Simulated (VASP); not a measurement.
A run of VASP 6.6.1 is set up as follows.

File INCAR:

```
SYSTEM = Sc2SnS
PREC = Accurate
ENCUT = 520
EDIFF = 1E-6
ISMEAR = 0
SIGMA = 0.1
LREAL = .False.
LASPH = .True.
NELM = 80
ALGO = Normal
ISIF = 2
LWAVE = .False.
LCHARG = .False.
GGA = PE
NBANDS = 29
```

The input KPOINTS:

```
Automatic mesh
0
Gamma
  18 18 6
  0 0 0
```

Contents of POSCAR:

```
Sc2SnS
1.0
    3.5477235786      0.0000000000      0.0000000000
   -1.7738617893      3.0724187446      0.0000000000
    0.0000000000      0.0000000000      7.7162879418
Sc Sn S
2 1 1
Direct
    0.6666666667      0.3333333333      0.2088525186
    0.6666666667      0.3333333333      0.7911474814
    0.0000000000      0.0000000000      0.5000000000
    0.3333333333      0.6666666667      0.0000000000
```

Potentials or basis: VASP PAW PBE potentials, release 64 (Sc_sv, Sn_d, S).

Command:

```bash
$ cat potpaw_PBE.64/Sc_sv/POTCAR potpaw_PBE.64/Sn_d/POTCAR potpaw_PBE.64/S/POTCAR > POTCAR
$ mpirun -np 1 vasp_std > vasp.out
```

Task: What does it give for the largest force?

Result: 0.029 eV/Å.

Task: Predict the band gap on the k mesh.

Result: Zero (bands 21 and 22 overlap by 1.07 eV).

Task: Estimate the pressure.

Result: 0.1 GPa.

Forces on the atoms (eV/Å):
```
Sc   0.000  0.000  0.029
Sc   0.000  0.000 -0.029
Sn   0.000  0.000  0.000
S    0.000  0.000  0.000
```

Caveat: spin-orbit coupling is left out, which moves the levels of the heavy elements.
